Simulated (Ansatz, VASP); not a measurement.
One calculation of LiCl, two programs

Contents of INCAR:

```
SYSTEM = LiCl
PREC = Accurate
ENCUT = 600
EDIFF = 1E-7
ISMEAR = 0
SIGMA = 0.02
LREAL = .False.
LASPH = .True.
NELM = 60
ALGO = Normal
ISIF = 3
LWAVE = .False.
LCHARG = .False.
GGA = PE
IBRION = 2
NSW = 65
EDIFFG = -0.01
```

The input KPOINTS:

```
Automatic mesh
0
Gamma
  9 9 3
  0 0 0
```

Contents of POSCAR:

```
LiCl
1.0
    3.6417967620      0.0000000000      0.0000000000
   -1.8208983810      3.1538885114      0.0000000000
    0.0000000000      0.0000000000     14.8675720335
Li Cl
5 5
Direct
    0.0000000000      0.0000000000      0.0000000000
    0.3333333333      0.6666666667      0.2000000000
    0.0000000000      0.0000000000      0.4000000000
    0.3333333333      0.6666666667      0.6000000000
    0.6666666667      0.3333333333      0.8000000000
    0.6666666667      0.3333333333      0.1000000000
    0.6666666667      0.3333333333      0.3000000000
    0.6666666667      0.3333333333      0.5000000000
    0.0000000000      0.0000000000      0.7000000000
    0.3333333333      0.6666666667      0.9000000000
```

Input for Ansatz:

```yaml
crystal:
  lattice:
    - [3.641796762, 0.0, 0.0]
    - [-1.820898381, 3.1538885114, 0.0]
    - [0.0, 0.0, 14.8675720335]
  atoms:
    - { symbol: Li, position: [0.0, 0.0, 0.0] }
    - { symbol: Cl, position: [0.6666666667, 0.3333333333, 0.1] }
    - { symbol: Li, position: [0.3333333333, 0.6666666667, 0.2] }
    - { symbol: Cl, position: [0.6666666667, 0.3333333333, 0.3] }
    - { symbol: Li, position: [0.0, 0.0, 0.4] }
    - { symbol: Cl, position: [0.6666666667, 0.3333333333, 0.5] }
    - { symbol: Li, position: [0.3333333333, 0.6666666667, 0.6] }
    - { symbol: Cl, position: [0.0, 0.0, 0.7] }
    - { symbol: Li, position: [0.6666666667, 0.3333333333, 0.8] }
    - { symbol: Cl, position: [0.3333333333, 0.6666666667, 0.9] }
basis:
  ecutwfc: 420
kpoints:
  mp_grid: { grid: [9, 9, 3] }
hamiltonian:
  xc: pbe
scf:
  occupations: { method: gaussian, width: 0.02 }
output:
  forces: true
  stress: true
  eigenvalues: true
  populations: true
relax:
  adjacent_minimum: "off"
  f_tol: 0.01
  max_steps: 45
  cell: { stress_tol: 0.05 }
```

Alike in both runs: task relaxation of cell and atoms; functional PBE; k mesh 9 × 9 × 3; occupations gaussian, width 0.02 eV; no spin polarisation.

```csv
,VASP,Ansatz
version,VASP 6.6.1,Ansatz 0.2.0
potentials or method,"VASP PAW PBE potentials, release 64 (Li_sv, Cl), cutoff 600 eV","scalar-relativistic, plane waves, PAW"
valence electrons in the cell,50,50
```

VASP gave:

* gap on the k mesh at the Fermi level, each at its own relaxed structure (eV): 5.68
* relaxed volume (Å³/atom): 17.44

Estimate Ansatz's values.

gap on the k mesh at the Fermi level, each at its own relaxed structure (eV): 5.66; relaxed volume (Å³/atom): 17.49.

Noted on VASP's run: the cutoff is under 1.25 times that of the potentials, so the pressure is a little rough.
